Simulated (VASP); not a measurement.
# HgTe: relaxation of cell and atoms with LDA

The system is HgTe.

```
Hg Te
1.0
     0.00000    3.21450    3.21450
     3.21450    0.00000    3.21450
     3.21450    3.21450    0.00000
Hg Te
1 1
Direct
  0.00000 0.00000 0.00000
  0.25000 0.25000 0.25000
```

| Item | Value |
| --- | --- |
| Program | VASP 6.6.1 |
| Task | relaxation of cell and atoms |
| Functional | LDA |
| Potentials or basis | VASP PAW LDA potentials, release 64 (Hg, Te) |
| Cutoff | 600 eV |
| k mesh | 12 × 12 × 12 |
| Occupations | gaussian, width 0.1 eV |
| Spin | no spin polarisation |
| Dipole correction | no |
| Further INCAR settings | ALGO = Normal; EDIFF = 1e-06; IBRION = 2; EDIFFG = -0.005; NSW = 100; ISIF = 3 |

The relaxed volume is 33.49 Å³/atom and the relaxed cell is a = 4.558 Å, b = 4.558 Å, c = 4.558 Å, α = 60.00°, β = 60.00°, γ = 60.00°. The space group after relaxing (to 0.1 Å) is F-43m (No. 216) and the energy gained by relaxing is 0.4 meV/atom. The ionic steps are 4 and the pressure after relaxing is 0.0 GPa. The band gap on the k mesh is zero (filled and empty bands touch).

The path:
```tsv
step	energy change (eV)	largest force (eV/Å)	pressure (GPa)	volume (Å³)
1	0.0000	0.0000	0.42	66.43
2	-0.0006	0.0000	-0.17	67.27
3	-0.0008	0.0000	-0.03	67.02
4	-0.0008	0.0000	0.01	66.98
```

Final structure:
```
CELL_PARAMETERS angstrom
0.00000 3.22332 3.22332
3.22332 0.00000 3.22332
3.22332 3.22332 0.00000
ATOMIC_POSITIONS crystal
Hg 0.00000 0.00000 0.00000
Te 0.25000 0.25000 0.25000
```

Levels at points of the mesh, in eV from the Fermi level:
| k point | band 5 | band 6 | band 7 | band 8 | band 9 | band 10 | band 11 | band 12 | band 13 |
| --- | --- | --- | --- | --- | --- | --- | --- | --- | --- |
| (0.00, 0.00, 0.00) | -6.94 | -6.94 | -0.91 | -0.06 | -0.06 | -0.06 | 4.08 | 4.08 | 4.08 |
| (0.50, 0.00, 0.00) | -6.92 | -6.63 | -5.66 | -1.07 | -1.07 | 0.54 | 4.88 | 4.88 | 6.57 |
| (0.50, 0.50, 0.00) | -6.88 | -6.49 | -5.58 | -2.39 | -2.39 | 1.76 | 2.24 | 7.99 | 8.73 |

Run time: 2.7 min on 1 thread of Intel(R) Xeon(R) Platinum 8375C CPU @ 2.90GHz (Ice Lake), on a shared host, peak memory 0.23 GiB.

Caveat: semilocal functionals underestimate gaps, so a narrow gap can read as zero; spin-orbit coupling is left out, which moves the levels of the heavy elements.
